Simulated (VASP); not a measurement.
# Cu4O3: single point with r2SCAN

Cu4O3:

```
Cu O
1.0
     4.01258    0.00000    0.00000
     0.00000    4.01258    0.00000
     0.00000    0.00000    9.19518
Cu O
8 6
Cartesian
  0.0000 2.0063 7.0185
  2.0063 0.0000 2.1767
  0.0000 0.0000 0.0000
  0.0000 0.0000 4.5976
  2.0063 0.0000 7.2627
  0.0000 2.0063 1.9325
  2.0063 2.0063 0.0000
  2.0063 2.0063 4.5976
  0.0000 0.0000 1.8757
  0.0000 0.0000 7.3195
  0.0000 2.0063 4.6604
  2.0063 0.0000 4.5348
  2.0063 2.0063 1.8757
  2.0063 2.0063 7.3195
```

```
Program             : VASP 6.6.1
Task                : single point
Functional          : r2SCAN
Potentials or basis : VASP PAW PBE potentials, release 64 (Cu, O)
Cutoff              : 520 eV
k mesh              : 4 × 4 × 2
Occupations         : gaussian, width 0.1 eV
Spin                : collinear spin
Starting moments    : [0.39, 0.39, 0.0, 0.27, 0.37, 0.37, 0.0, 0.27, 0.15, 0.15, 0.0, 0.0, 0.15, 0.15] μB
```

The pressure is 1.0 GPa and the largest force is 0.078 eV/Å. The net moment is 0.73 μB per cell and the site moments are Cu +0.34, +0.01, -0.11, +0.02 (each value once); O +0.08, -0.05 (each value once) μB. The valence electrons inside the program's atomic spheres are Cu 9.87, 10.04, 9.92 (each value once); O 5.02, 4.98 (each value once).

Forces in eV/Å, atoms in the order of the input:
```
Cu   0.000  0.000 -0.078
Cu   0.000  0.000  0.078
Cu   0.000  0.000  0.000
Cu   0.000  0.000  0.000
Cu   0.000  0.000 -0.043
Cu   0.000  0.000  0.043
Cu   0.000  0.000  0.000
Cu   0.000  0.000  0.000
O    0.000  0.000  0.056
O    0.000  0.000 -0.056
O    0.000  0.000  0.001
O    0.000  0.000 -0.001
O    0.000  0.000  0.056
O    0.000  0.000 -0.056
```

Stress tensor (GPa, compression positive):
```
1.12 0.00 0.00
0.00 1.12 0.00
0.00 0.00 0.71
```

Levels at points of the mesh, in eV from the Fermi level:
Spin up:
| k point | band 59 | band 60 | band 61 | band 62 | band 63 | band 64 | band 65 | band 66 | band 67 | band 68 |
| --- | --- | --- | --- | --- | --- | --- | --- | --- | --- | --- |
| (0.00, 0.00, 0.00) | -1.76 | -1.74 | -1.61 | -1.59 | -1.15 | -0.61 | 0.74 | 2.76 | 3.47 | 4.82 |
| (0.50, 0.00, 0.00) | -1.03 | -1.03 | -0.70 | -0.70 | -0.46 | -0.46 | 2.47 | 2.47 | 5.26 | 5.26 |
| (0.50, 0.50, 0.00) | 0.14 | 0.14 | 0.90 | 0.90 | 1.41 | 1.41 | 1.50 | 1.50 | 4.47 | 4.47 |
| (0.00, 0.00, 0.50) | -1.69 | -1.64 | -1.56 | -1.55 | -1.16 | -0.69 | 1.34 | 1.65 | 4.34 | 4.96 |
| (0.50, 0.00, 0.50) | -1.05 | -1.05 | -0.65 | -0.65 | -0.48 | -0.48 | 2.37 | 2.37 | 5.23 | 5.23 |
| (0.50, 0.50, 0.50) | 0.14 | 0.14 | 0.90 | 0.90 | 1.49 | 1.49 | 1.76 | 1.76 | 3.88 | 3.88 |
Spin down:
```tsv
k point	band 59	band 60	band 61	band 62	band 63	band 64	band 65	band 66	band 67	band 68
(0.00, 0.00, 0.00)	-1.65	-1.35	-1.28	-1.01	-0.89	-0.53	0.76	2.80	3.49	4.82
(0.50, 0.00, 0.00)	-0.91	-0.91	-0.62	-0.62	-0.28	-0.28	2.57	2.57	5.26	5.26
(0.50, 0.50, 0.00)	1.01	1.01	1.10	1.10	1.28	1.28	1.46	1.46	4.49	4.49
(0.00, 0.00, 0.50)	-1.65	-1.33	-1.26	-1.01	-0.88	-0.59	1.37	1.68	4.34	4.95
(0.50, 0.00, 0.50)	-0.82	-0.82	-0.60	-0.60	-0.33	-0.33	2.48	2.48	5.26	5.26
(0.50, 0.50, 0.50)	1.01	1.01	1.10	1.10	1.28	1.28	1.84	1.84	3.91	3.91
```

It took 29 min on 1 thread of Oxide Virtual Turin-like Processor (shared host), peak memory 0.39 GiB.

Caveat: the k points lie up to 0.39 Å⁻¹ apart; the PAW data sets were made with another functional, which shifts forces and pressure a little. With open d or f shells a metallic result of r2SCAN can be an artefact of self-interaction; +U or a hybrid may open a gap.
